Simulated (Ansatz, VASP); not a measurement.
Two plane-wave programs on MgCd5O6

```xyz
12
Lattice="3.5597 0.0000 0.0000 0.0000 5.0342 0.0000 0.0000 0.0000 10.6791" Properties=species:S:1:pos:R:3 pbc="T T T"
Mg    1.7798    2.5171    5.3395
Cd    0.0000    0.0000    0.0000
Cd    1.7798    2.5171    1.7798
Cd    0.0000    0.0000    3.5597
Cd    0.0000    0.0000    7.1194
Cd    1.7798    2.5171    8.8992
O     0.0000    2.5171    0.0000
O     1.7798    0.0000    1.7798
O     0.0000    2.5171    3.5597
O     1.7798    0.0000    5.3395
O     0.0000    2.5171    7.1194
O     1.7798    0.0000    8.8992
```

Alike in both runs: task single point; functional PBE; k mesh 6 × 4 × 2; occupations gaussian, width 0.1 eV; no spin polarisation.

|  | VASP | Ansatz |
| --- | --- | --- |
| version | VASP 6.6.1 | Ansatz 0.2.0 |
| potentials or method | VASP PAW PBE potentials, release 64 (Mg, Cd, O), cutoff 520 eV | scalar-relativistic, plane waves, PAW |
| valence electrons in the cell | 98 | 146 |

|  | VASP | Ansatz | Ansatz less VASP |
| --- | --- | --- | --- |
| gap on the k mesh at the Fermi level (eV) | none | none | - |
| pressure (GPa) | -15.6 | -16.0 | -0.39 |
| traceless stress, the component that is largest in VASP (GPa) | 0.08 | 0.08 | -0.001 |
| rms of the force components (eV/Å) | 0.171 | 0.163 | -0.0088 |

Atom by atom the forces differ by 0.009 eV/Å (rms over components). A gap of «none» marks a metal or a gap that the smearing closes. VASP's potentials hold 98 valence electrons a cell and Ansatz's 146, so a difference there can come from the potentials and not from the codes.
